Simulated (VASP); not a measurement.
Input of a VASP 6.6.1 run:

The input INCAR:

```
SYSTEM = Ta2BeP4
PREC = Accurate
ENCUT = 600
EDIFF = 1E-7
ISMEAR = 0
SIGMA = 0.1
LREAL = .FALSE.
LASPH = .TRUE.
NELM = 100
ALGO = Normal
ISIF = 3
LWAVE = .FALSE.
LCHARG = .FALSE.
GGA = PE
IBRION = 2
NSW = 100
EDIFFG = -0.01
```

Contents of KPOINTS:

```
regular mesh
0
G
  10 10 6
  0 0 0
```

Contents of POSCAR:

```
Ta2BeP4
1.0
    3.6963273625      0.0000000000      0.0000000000
    0.0000000000      3.6963273625      0.0000000000
    0.0000000000      0.0000000000      7.4491463477
Ta Be P
2 1 4
Direct
    0.5000000000      0.5000000000      0.0000000000
    0.0000000000      0.0000000000      0.5000000000
    0.0000000000      0.0000000000      0.0000000000
    0.5000000000      0.0000000000      0.2550541534
    0.0000000000      0.5000000000      0.2550541534
    0.5000000000      0.0000000000      0.7449458466
    0.0000000000      0.5000000000      0.7449458466
```

Potentials or basis: VASP PAW PBE potentials, release 64 (Ta_pv, Be, P).

Launch:

```console
$ cat potpaw_PBE.64/Ta_pv/POTCAR potpaw_PBE.64/Be/POTCAR potpaw_PBE.64/P/POTCAR > POTCAR
$ mpirun -np 1 vasp_std > vasp.out
```

**Question.** Predict the space group after relaxing (to 0.05 Å).

**Answer.** P4/mmm (No. 123).

**Question.** Estimate the relaxed cell.

**Answer.** a = 3.671 Å, b = 3.671 Å, c = 7.513 Å, α = 90.00°, β = 90.00°, γ = 90.00°.

Final structure:
```xyz
7
Lattice="3.6715 0.0000 0.0000 0.0000 3.6715 0.0000 0.0000 0.0000 7.5127" Properties=species:S:1:pos:R:3 pbc="T T T"
Ta    1.8357    1.8357    7.5127
Ta    0.0000    3.6715    3.7563
Be    0.0000    3.6715    7.5127
P     1.8357    0.0000    1.9139
P     0.0000    1.8357    1.9139
P     1.8357    0.0000    5.5987
P     0.0000    1.8357    5.5987
```
